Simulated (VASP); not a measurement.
# Au (R-3m) in VASP: a series of runs

Au is run at these levels: PBEsol; tasks: single point.

All numbers are computed with VASP 6.6.1; they aren't measurements. Logs are shortened: lines on timing, memory, paths and dates and some standing lists are left out, and cuts for length are marked.

### Step 1. The cell of the first run

Symmetry: R-3m, No. 166, trigonal system. The conventional cell has a = 2.722 Å, b = 2.722 Å, c = 8.002 Å, α = 90.00°, β = 90.00°, γ = 120.00°. Within 3.6 Å of Au (site symmetry -3m) lie 12 Au at 2.72 to 3.10 Å.

### Step 2. Single point, PBEsol

Contents of INCAR:

```
SYSTEM = Au
  ALGO = Fast
  EDIFF = 1E-6
  ENCUT = 520
  GGA = PS
  ISIF = 2
  ISMEAR = 0
  LASPH = .True.
  LCHARG = .False.
  LREAL = .False.
  LWAVE = .False.
  NBANDS = 12
  NELM = 80
  PREC = Accurate
  SIGMA = 0.15
```

Contents of KPOINTS:

```
k-points
0
Gamma
  22 22 22
  0 0 0
```

Contents of POSCAR:

```
Au
1.0
    0.2566518929      2.1815410900      2.1815410900
    2.1815410900      0.2566518929      2.1815410900
    2.1815410900      2.1815410900      0.2566518929
Au
1
Direct
    0.0000000000      0.0000000000      0.0000000000
```

Potentials or basis: VASP PAW PBE potentials, release 64 (Au).

The run is started by

```
cat potpaw_PBE.64/Au/POTCAR > POTCAR
mpirun -np 1 vasp_std > vasp.out
```

OUTCAR:

```text
SYSTEM = Au
   EDIFF = 1E-6
   ENCUT = 520
   GGA = PS
   ISIF = 2
   ISMEAR = 0
   LASPH = .True.
   LREAL = .False.
   NELM = 80
   PREC = Accurate

 ion  position               nearest neighbor table
   1  0.000  0.000  0.000-

  LATTYP: Found a trigonal (rhomboedric) cell.
 ALAT       =     3.0958219020
 COS(alpha) =     0.6134020618

  Lattice vectors:

 A1 = (   0.2566518929,   2.1815410900,   2.1815410900)
 A2 = (   2.1815410900,   0.2566518929,   2.1815410900)
 A3 = (   2.1815410900,   2.1815410900,   0.2566518929)

Analysis of symmetry for initial positions (statically):
=====================================================================
 Subroutine PRICEL returns:
 Original cell was already a primitive cell.

 Routine SETGRP: Setting up the symmetry group for a
 trigonal (rhombohedral) supercell.

 Subroutine GETGRP returns: Found 12 space group operations
 (whereof 12 operations were pure point group operations)
 out of a pool of 12 trial point group operations.

The static configuration has the point symmetry D_3d.

Analysis of symmetry for dynamics (positions and initial velocities):
=====================================================================
 Subroutine PRICEL returns:
 Original cell was already a primitive cell.

 Routine SETGRP: Setting up the symmetry group for a
 trigonal (rhombohedral) supercell.

 Subroutine GETGRP returns: Found 12 space group operations
 (whereof 12 operations were pure point group operations)
 out of a pool of 12 trial point group operations.

The dynamic configuration has the point symmetry D_3d.

 Subroutine INISYM returns: Found 12 space group operations
 (whereof 12 operations are pure point group operations),
 and found     1 'primitive' translations

----------------------------------------------------------------------------------------

                                     Primitive cell

  volume of cell :      17.1170

  direct lattice vectors                    reciprocal lattice vectors
     0.256651893  2.181541090  2.181541090    -0.274186056  0.245324366  0.245324366
     2.181541090  0.256651893  2.181541090     0.245324366 -0.274186056  0.245324366
     2.181541090  2.181541090  0.256651893     0.245324366  0.245324366 -0.274186056

  length of vectors
     3.095821902  3.095821902  3.095821902     0.442205928  0.442205928  0.442205928

  position of ions in fractional coordinates (direct lattice)
     0.000000000  0.000000000  0.000000000

  ion indices of the primitive-cell ions
   primitive index   ion index
                 1           1

----------------------------------------------------------------------------------------

 KPOINTS: k-points

Automatic generation of k-mesh.
 Grid dimensions read from file:
 generate k-points for:   22   22   22

 Generating k-lattice:

  Cartesian coordinates                     Fractional coordinates (reciprocal lattice)
    -0.012463003  0.011151108  0.011151108     0.045454545  0.000000000  0.000000000
     0.011151108 -0.012463003  0.011151108     0.000000000  0.045454545  0.000000000
     0.011151108  0.011151108 -0.012463003     0.000000000  0.000000000  0.045454545

  Length of vectors
     0.020100269  0.020100269  0.020100269

  Shift w.r.t. Gamma in fractional coordinates (k-lattice)
     0.000000000  0.000000000  0.000000000

 Subroutine IBZKPT returns following result:
 ===========================================

 Found   1024 irreducible k-points:

 Following reciprocal coordinates:
            Coordinates               Weight
  0.000000  0.000000  0.000000      1.000000
  0.045455 -0.000000 -0.000000      6.000000
  0.090909 -0.000000 -0.000000      6.000000
  0.136364  0.000000  0.000000      6.000000
  0.181818 -0.000000 -0.000000      6.000000
  0.227273  0.000000 -0.000000      6.000000
[... 16 lines left out ...]
  0.500000  0.045455 -0.000000     12.000000
 -0.454545  0.045455  0.000000     12.000000
 [... further k-points ...]
   k-points           NKPTS =   1024   k-points in BZ     NKDIM =   1024   number of bands    NBANDS=     12
   number of dos      NEDOS =    301   number of ions     NIONS =      1
   total plane-waves  NPLWV =  13824
   dimension x,y,z NGX =    24 NGY =   24 NGZ =   24
   dimension x,y,z NGXF=    48 NGYF=   48 NGZF=   48
   ions per type =               1
   NGX,Y,Z   is equivalent  to a cutoff of  12.89, 12.89, 12.89 a.u.
   NGXF,Y,Z  is equivalent  to a cutoff of  25.78, 25.78, 25.78 a.u.
 SYSTEM =  Au
   PREC   = accura    normal or accurate (medium, high low for compatibility)
   ISTART =      0    job   : 0-new  1-cont  2-samecut
   ICHARG =      2    charge: 1-file 2-atom 10-const
   ISPIN  =      1    spin polarized calculation?
   LNONCOLLINEAR =      F non collinear calculations
   LSORBIT =      F    spin-orbit coupling
   LASPH  =      T    aspherical Exc in radial PAW
   ENCUT  =  520.0 eV  38.22 Ry    6.18 a.u.   5.76  5.76  5.76*2*pi/ulx,y,z
   NELM   =     80;   NELMIN=  2; NELMDL= -5     # of ELM steps
   EDIFF  = 0.1E-05   stopping-criterion for ELM
   LREAL  =      F    real-space projection
[... 7 lines left out ...]
   TEBEG  =    0.0;   TEEND  =   0.0 temperature during run
   PSTRESS=    0.0 pullay stress
   NELECT =      11.0000    total number of electrons
   NUPDOWN=      -1.0000    fix difference up-down
   EMIN   =  10.00;   EMAX   =-10.00  energy-range for DOS
   EFERMI =   0.00;   METHOD = LEGACY
   ISMEAR =     0;   SIGMA  =   0.15  broadening in eV -4-tet -1-fermi 0-gaus
   EFERMI_NEDOS =   21; number of points for ismear=-14 and -15
   IALGO  =     68    algorithm
   IMIX   =      4    mixing-type and parameters
     AMIX     =   0.40;   BMIX     =  1.00
     AMIX_MAG =   1.60;   BMIX_MAG =  1.00
  volume/ion in A,a.u.               =      17.12       115.51
  Fermi-wavevector in a.u.,A,eV,Ry     =   1.412742  2.669696 27.155058  1.995840
  Thomas-Fermi vector in A             =   2.534459
   LORBIT       =      0    0 simple, 1 ext, 2 COOP (PROOUT), +10 PAW based schemes
   GGA     = PS    functional components
   LHFCALC =     F    Hartree Fock is set to
   AEXX    =    0.0000 exact exchange contribution
   IVDW    =     0    specifies the selected vdW correction
   LEPSILON=     F    determine dielectric tensor
   LRPA    =     F    only Hartree local field effects (RPA)
[... 46 lines left out ...]
      5       6.3953      2.00000
      6       6.4181      2.00000
      7      21.7588      0.00000
      8      25.9342      0.00000
      9      29.2293      0.00000
     10      30.0401      0.00000
     11      31.2181      0.00000
     12      35.3182      0.00000

 k-point     3 :       0.0909   -0.0000   -0.0000
  band No.  band energies     occupation
      1      -0.4188      2.00000
      2       3.6743      2.00000
      3       4.4493      2.00000
      4       4.7941      2.00000
      5       6.2743      2.00000
      6       6.3578      2.00000
      7      22.0636      0.00000
      8      26.0523      0.00000
      9      28.1328      0.00000
     10      30.1979      0.00000
     11      31.3645      0.00000
     12      34.1958      0.00000

 k-point     4 :       0.1364    0.0000    0.0000
  band No.  band energies     occupation
      1      -0.0265      2.00000
      2       3.8094      2.00000
      3       4.3127      2.00000
      4       5.0403      2.00000
      5       6.1066      2.00000
      6       6.2669      2.00000
      7      22.4751      0.00000
      8      25.6278      0.00000
      9      27.6249      0.00000
     10      30.4208      0.00000
     11      31.1547      0.00000
     12      32.7848      0.00000

 k-point     5 :       0.1818   -0.0000   -0.0000
  band No.  band energies     occupation
      1       0.4801      2.00000
      2       3.9363      2.00000
      3       4.2152      2.00000
      4       5.3586      2.00000
      5       5.9401      2.00000
      6       6.1643      2.00000
      7      22.7458      0.00000
      8      24.5652      0.00000
      9      27.7859      0.00000
     10      30.6302      0.00000
     11      30.6966      0.00000
     12      31.7574      0.00000

 k-point     6 :       0.2273    0.0000   -0.0000
  band No.  band energies     occupation
      1       1.0320      2.00000
      2       3.9507      2.00000
      3       4.3004      2.00000
      4       5.6741      2.00000
      5       5.8371      2.00000
      6       6.1194      2.00000
      7      22.1196      0.00000
      8      23.9375      0.00000
      9      27.7843      0.00000
     10      30.1728      0.00000
     11      30.6552      0.00000
     12      31.5922      0.00000

 k-point     7 :       0.2727    0.0000    0.0000
  band No.  band energies     occupation
      1       1.5044      2.00000
      2       3.9393      2.00000
      3       4.5664      2.00000
      4       5.7401      2.00000
      5       5.8566      2.00000
      6       6.3670      2.00000
      7      20.6064      0.00000
      8      23.7017      0.00000
      9      27.4265      0.00000
     10      29.9052      0.00000
     11      30.2234      0.00000
     12      32.2831      0.00000

 k-point     8 :       0.3182   -0.0000   -0.0000
  band No.  band energies     occupation
      1       1.7726      2.00000
      2       3.9108      2.00000
      3       5.1145      2.00000
      4       5.6492      2.00000
      5       6.0116      2.00000
      6       6.7937      2.00000
      7      18.8601      0.00000
      8      23.2929      0.00000
      9      26.8652      0.00000
     10      29.3488      0.00000
     11      30.1154      0.00000
     12      33.4103      0.00000
[... 166 lines left out ...]
 k-point    20 :       0.3636    0.0455    0.0000
  band No.  band energies     occupation
      1       1.9163      2.00000
      2       3.8666      2.00000
      3       5.4457      2.00000
      4       5.5455      2.00000
      5       6.2149      2.00000
      6       7.2066      2.00000
      7      17.7579      0.00000
      8      22.7713      0.00000
      9      26.0106      0.00000
     10      28.6930      0.00000
     11      30.7490      0.00000
     12      33.3300      0.00000

 k-point    21 :       0.4091    0.0455   -0.0000
  band No.  band energies     occupation
      1       1.9232      2.00000
      2       3.7840      2.00000
      3       5.4530      2.00000
      4       6.3043      2.00000
      5       6.4438      2.00000
      6       7.7627      2.00000
      7      16.0258      0.00000
      8      22.3830      0.00000
      9      25.5826      0.00000
     10      27.7495      0.00000
     11      31.1252      0.00000
     12      33.5946      0.00000

 k-point    22 :       0.4545    0.0455    0.0000
  band No.  band energies     occupation
      1       1.8890      2.00000
      2       3.7186      2.00000
      3       5.3887      2.00000
      4       6.5004      2.00000
      5       7.1305      2.00000
      6       8.4555      2.00000
      7      14.4771      0.00000
      8      22.1039      0.00000
      9      25.2990      0.00000
     10      27.0314      0.00000
     11      31.4554      0.00000
     12      33.7049      0.00000

 k-point    23 :       0.5000    0.0455   -0.0000
  band No.  band energies     occupation
      1       1.8621      2.00000
      2       3.6895      2.00000
      3       5.3580      2.00000
      4       6.5377      2.00000
      5       7.4812      2.00000
      6       9.1319      1.23194
      7      13.4505      0.00000
      8      21.9983      0.00000
      9      25.1891      0.00000
     10      26.6380      0.00000
     11      31.6344      0.00000
     12      33.7167      0.00000

 k-point    24 :      -0.4545    0.0455    0.0000
  band No.  band energies     occupation
      1       1.8608      2.00000
      2       3.7050      2.00000
      3       5.3640      2.00000
      4       6.4554      2.00000
      5       7.4713      2.00000
      6       9.0789      1.57314
      7      13.5917      0.00000
      8      22.0953      0.00000
      9      25.2619      0.00000
     10      26.6239      0.00000
     11      31.5923      0.00000
     12      33.6414      0.00000

 [... further k-points ...]

------------------------ aborting loop because EDIFF is reached ----------------------------------------

  FORCE on cell =-STRESS in cart. coord.  units (eV):
  Direction    XX          YY          ZZ          XY          YZ          ZX
  --------------------------------------------------------------------------------------
  -------------------------------------------------------------------------------------
  Total        0.6198977      0.6198977      0.6198977     -0.6628109     -0.6628109     -0.6628109
  in kB       58.0232690     58.0232690     58.0232690    -62.0399979    -62.0399979    -62.0399979
  external PRESSURE =      58.0232690 kB  Pullay stress =       0.0000000 kB

 VOLUME and BASIS-vectors are now :
 -----------------------------------------------------------------------------
  energy-cutoff  :      520.00
  volume of cell :       17.12
      direct lattice vectors                 reciprocal lattice vectors
     0.256651893  2.181541090  2.181541090    -0.274186056  0.245324366  0.245324366
     2.181541090  0.256651893  2.181541090     0.245324366 -0.274186056  0.245324366
     2.181541090  2.181541090  0.256651893     0.245324366  0.245324366 -0.274186056

 POSITION                                       TOTAL-FORCE (eV/Angst)
 -----------------------------------------------------------------------------------
      0.00000      0.00000      0.00000         0.000000      0.000000      0.000000
 -----------------------------------------------------------------------------------
    total drift:                                0.000000     -0.000000     -0.000000

  FREE ENERGIE OF THE ION-ELECTRON SYSTEM (eV)
  ---------------------------------------------------
  free  energy   TOTEN  =        -3.8213469103 eV

  energy  without entropy=       -3.8175799358  energy(sigma->0) =       -3.81946342
```

Wall time 5.8 min (1 thread of AMD EPYC, shared host); peak memory 0.28 GiB.

What came out:

```
Free energy : -3.8213 eV
Pressure    : 5.8 GPa
```

Levels at points of the mesh, in eV from the Fermi level:
```tsv
k point	band 2	band 3	band 4	band 5	band 6	band 7	band 8	band 9	band 10	band 11
(0.00, 0.00, 0.00)	-5.61	-4.57	-4.57	-2.72	-2.72	12.49	16.69	20.82	20.82	21.70
(0.50, 0.00, 0.00)	-5.50	-3.77	-2.60	-1.25	-0.43	4.19	12.77	16.17	17.69	22.48
(0.50, 0.50, 0.00)	-6.61	-2.25	-1.80	-1.19	1.15	6.14	8.21	12.31	16.42	20.75
(0.50, 0.50, 0.50)	-4.71	-4.71	-2.04	-2.04	-1.99	0.87	15.33	20.17	20.17	27.08
```

Caveat: the PAW data sets were made with another functional, which shifts forces and pressure a little; spin-orbit coupling is left out, which moves the levels of the heavy elements.

### Step 3. Single point, PBEsol

This run uses another cell than the first one, of the same volume but with other edges.

Contents of INCAR:

```
ALGO     = Fast           # electronic algorithm
EDIFF    = 1E-6           # SCF threshold, eV
ENCUT    = 520            # plane-wave cutoff, eV
GGA      = PS             # functional
ISIF     = 2              # what is computed and relaxed
ISMEAR   = 0              # smearing method
LASPH    = True           # aspherical terms in the spheres
LCHARG   = False          # write CHGCAR
LREAL    = False          # projectors in reciprocal space
LWAVE    = False          # write WAVECAR
NBANDS   = 12             # bands
NELM     = 100            # most SCF steps
PREC     = Accurate       # precision mode
SIGMA    = 0.15           # smearing width, eV
```

Contents of KPOINTS:

```
k-points
0
Gamma
  22 22 22
```

Contents of POSCAR:

```
Au
1.0
    0.7998157604      2.5137066755      2.5137066755
    2.5137066755      0.7998157604      2.5137066755
    2.5137066755      2.5137066755      0.7998157604
Au
1
Direct
    0.0000000000      0.0000000000      0.0000000000
```

Potentials or basis: VASP PAW PBE potentials, release 64 (Au).

The run is started by

```
cat potpaw_PBE.64/Au/POTCAR > POTCAR
mpirun -np 1 vasp_std > vasp.out
```

Wall time 11 min (1 thread of AMD EPYC, shared host); peak memory 0.3 GiB.

It converged, with:

```yaml
Free_energy: -2.5272 eV
Pressure: 74.5 GPa
```

Stress tensor (GPa, compression positive):
```
 74.54 -37.24 -37.24
-37.24  74.54 -37.24
-37.24 -37.24  74.54
```

Levels at points of the mesh, in eV from the Fermi level:
| k point | band 2 | band 3 | band 4 | band 5 | band 6 | band 7 | band 8 | band 9 | band 10 | band 11 |
| --- | --- | --- | --- | --- | --- | --- | --- | --- | --- | --- |
| (0.00, 0.00, 0.00) | -6.82 | -6.03 | -6.03 | -1.90 | -1.90 | 5.08 | 13.57 | 16.71 | 26.09 | 26.09 |
| (0.50, 0.00, 0.00) | -7.11 | -3.49 | -3.08 | -0.05 | 0.82 | 7.30 | 9.87 | 16.31 | 18.47 | 19.39 |
| (0.50, 0.50, 0.00) | -7.51 | -2.85 | -2.75 | -0.05 | 1.70 | 6.94 | 8.42 | 14.43 | 17.16 | 20.26 |
| (0.50, 0.50, 0.50) | -6.05 | -6.05 | -3.05 | -2.91 | -1.83 | -1.83 | 16.49 | 19.06 | 26.69 | 26.69 |

Caveat: the PAW data sets were made with another functional, which shifts forces and pressure a little; spin-orbit coupling is left out, which moves the levels of the heavy elements.

### Step 4. Single point, PBEsol

This run uses another cell than the first one, of the same volume but with other edges.

Contents of INCAR:

```
SYSTEM = Au
PREC     = Accurate       ! precision mode
ENCUT    = 520            ! plane-wave cutoff, eV
EDIFF    = 1E-7           ! SCF threshold, eV
ISMEAR   = 0              ! smearing method
SIGMA    = 0.15           ! smearing width, eV
LREAL    = .False.        ! projectors in reciprocal space
LASPH    = .True.         ! aspherical terms in the spheres
NELM     = 80             ! most SCF steps
ALGO     = Fast           ! electronic algorithm
ISIF     = 2              ! what is computed and relaxed
LWAVE    = .False.        ! write WAVECAR
LCHARG   = .False.        ! write CHGCAR
GGA      = PS             ! functional
NBANDS   = 12             ! bands
```

Contents of KPOINTS:

```
regular mesh
0
Gamma
  22 22 22
  0 0 0
```

Contents of POSCAR:

```
Au
1.0
    0.1063302806      2.1000230418      2.1000230418
    2.1000230418      0.1063302806      2.1000230418
    2.1000230418      2.1000230418      0.1063302806
Au
1
Direct
    0.0000000000      0.0000000000      0.0000000000
```

The run is started by

```
cat potpaw_PBE.64/Au/POTCAR > POTCAR
mpirun -np 1 vasp_std > vasp.out
```

Wall time 7.9 min (1 thread of AMD EPYC, shared host); peak memory 0.28 GiB.

Results (log left out):

| Quantity | Value |
| --- | --- |
| Free energy | -3.9088 eV |
| Pressure | -0.3 GPa |

Stress tensor (GPa, compression positive):
```
-0.25 -1.89 -1.89
-1.89 -0.25 -1.89
-1.89 -1.89 -0.25
```

Levels at points of the mesh, in eV from the Fermi level:
| k point | band 3 | band 4 | band 5 | band 6 | band 7 | band 8 | band 9 | band 10 |
| --- | --- | --- | --- | --- | --- | --- | --- | --- |
| (0.00, 0.00, 0.00) | -4.56 | -4.56 | -3.09 | -3.09 | 14.17 | 17.09 | 19.34 | 19.34 |
| (0.50, 0.00, 0.00) | -4.33 | -2.23 | -1.70 | -0.83 | 3.39 | 13.60 | 16.26 | 17.25 |
| (0.50, 0.50, 0.00) | -2.12 | -1.70 | -1.56 | 0.96 | 5.74 | 9.06 | 10.86 | 16.90 |
| (0.50, 0.50, 0.50) | -4.70 | -2.08 | -2.08 | -1.54 | 2.02 | 14.50 | 18.27 | 18.27 |

Caveat: the PAW data sets were made with another functional, which shifts forces and pressure a little; spin-orbit coupling is left out, which moves the levels of the heavy elements.

### Step 5. The runs side by side

```csv
cell,further INCAR settings,gap on the mesh (eV),pressure (GPa)
"a = 3.096 Å, angles 52.2°, 1 atom",ALGO = Fast; EDIFF = 1e-06; NBANDS = 12,none,5.8
"a = 3.644 Å, angles 38.9°, 1 atom",ALGO = Fast; EDIFF = 1e-06; NBANDS = 12,none,74.5
"a = 2.972 Å, angles 56.6°, 1 atom",ALGO = Fast; EDIFF = 1e-07; NBANDS = 12,none,-0.3
```

Alike in all rows: task single point; level PBEsol; potentials or basis VASP PAW PBE potentials, release 64 (Au); no spin polarisation; k mesh 22 × 22 × 22; cutoff (eV) 520; smearing gaussian 0.15 eV.

Caveats: the PAW data sets were made with another functional, which shifts forces and pressure a little; spin-orbit coupling is left out, which moves the levels of the heavy elements.

Absolute energies hang on the potentials; compare differences alone.
